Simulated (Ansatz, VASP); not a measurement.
## TiSi2 in VASP and in Ansatz

```xyz
6
Lattice="0.0000 4.0974 4.2416 2.3820 0.0000 4.2416 2.3820 4.0974 0.0000" Properties=species:S:1:pos:R:3 pbc="T T T"
Ti    3.5730    6.1461    6.3625
Ti    2.3820    4.0974    4.2416
Si    1.1910    0.7025    2.1208
Si    1.1910    3.3949    2.1208
Si    2.3820    1.3462    4.2416
Si    2.3820    6.8485    4.2416
```

Alike in both runs: functional PBEsol; k mesh 6 × 6 × 6; occupations fermi-dirac, width 0.1 eV; no spin polarisation.

Ansatz relaxed the structure, and its values are those at the end. VASP's run is a single point on that final structure, the one shown.

|  | VASP | Ansatz |
| --- | --- | --- |
| version | VASP 6.6.1 | Ansatz 0.2.0 |
| potentials or method | VASP PAW PBE potentials, release 64 (Ti_sv, Si), cutoff 520 eV | PAW plane waves |
| valence electrons in the cell | 40 | 40 |

|  | VASP | Ansatz | Ansatz less VASP |
| --- | --- | --- | --- |
| gap on the k mesh at the Fermi level (eV) | none | none | - |
| pressure (GPa) | 0.1 | 0.0 | -0.14 |

VASP's potentials were made for PBE, not for PBEsol, and Ansatz warns of the same on its side. A gap of «none» marks a metal or a gap that the smearing closes.
